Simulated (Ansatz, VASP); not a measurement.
Two plane-wave programs on AlIn2N3

```xyz
12
Lattice="5.1453 -2.9614 0.0000 5.1453 2.9614 0.0000 0.0000 0.0000 5.5002" Properties=species:S:1:pos:R:3 pbc="T T T"
Al    5.1453    0.9409    5.4409
Al    5.1453   -0.9409    2.6908
In    6.8113   -1.9337    5.4301
In    3.4793   -1.9337    5.4301
In    3.4793    1.9337    2.6800
In    6.8113    1.9337    2.6800
N     6.7000   -1.8843    2.1197
N     3.5907   -1.8843    2.1197
N     3.5907    1.8843    4.8698
N     6.7000    1.8843    4.8698
N     5.1453    0.7801    1.8563
N     5.1453   -0.7801    4.6065
```

Alike in both runs: functional PBE; k mesh 6 × 6 × 6; occupations gaussian, width 0.02 eV; no spin polarisation.

Ansatz relaxed the structure, and its values are those at the end. VASP's run is a single point on that final structure, the one shown.

|  | VASP | Ansatz |
| --- | --- | --- |
| version | VASP 6.6.1 | Ansatz 0.2.0 |
| potentials or method | VASP PAW PBE potentials, release 64 (Al, In_d, N), cutoff 520 eV | scalar-relativistic, plane waves, PAW |
| valence electrons in the cell | 88 | 88 |

|  | VASP | Ansatz | Ansatz less VASP |
| --- | --- | --- | --- |
| gap on the k mesh at the Fermi level (eV) | 0.88 | 0.88 | +0.003 |
| least direct gap on the mesh (eV) | 0.88 | 0.88 | +0.003 |
| pressure (GPa) | 0.1 | 0.0 | -0.06 |
| rms of the force components (eV/Å) | 0.014 | 0.001 | -0.0130 |

With one functional, cell and mesh, what is left measures potentials, basis and numerics.
